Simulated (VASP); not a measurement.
Write the native input for VASP 6.6.1 that does the following.

| Quantity | Value |
| --- | --- |
| Task | single point |
| Functional | PBEsol |
| Potentials or basis | VASP PAW PBE potentials, release 64 (Zr_sv, Au) |
| Cutoff | 520 eV |
| k mesh | 6 × 6 × 5 |
| Occupations | gaussian, width 0.05 eV |
| Spin | no spin polarisation |
| Dipole correction | no |
| Further INCAR settings | ALGO = Normal; EDIFF = 1e-06; NBANDS = 18 |

The structure of ZrAu lies in POSCAR:

```
ZrAu
1.0
    3.1342596708      0.0000000000      0.0000000000
    0.0000000000      3.1342596708      0.0000000000
    0.0000000000      0.0000000000      3.8786817380
Zr Au
1 1
Direct
    0.0000000000      0.0000000000      0.0000000000
    0.5000000000      0.5000000000      0.5000000000
```

These files were run (other wordings do the same):

INCAR

```
ALGO = Normal
EDIFF = 1E-6
ENCUT = 520
GGA = PS
ISIF = 2
ISMEAR = 0
LASPH = T
LCHARG = T
LELF = T
LREAL = F
LVHAR = T
LWAVE = F
NBANDS = 18
NELM = 60
PREC = Accurate
SIGMA = 0.05
```

KPOINTS

```
k-points
0
Gamma
  6 6 5
```

Potentials or basis: VASP PAW PBE potentials, release 64 (Zr_sv, Au).

The run is started by

```sh
$ cat potpaw_PBE.64/Zr_sv/POTCAR potpaw_PBE.64/Au/POTCAR > POTCAR
$ mpirun -np 1 vasp_std > vasp.out
```

Results of the run:

```json
{
  "Pressure": "-0.1 GPa"
}
```

Caveat: the PAW data sets were made with another functional, which shifts forces and pressure a little.

Run time: 12 s on 1 thread of Intel(R) Xeon(R) Platinum 8259CL CPU @ 2.50GHz (Skylake/Cascade Lake), with other jobs on the host, peak memory 0.16 GiB.
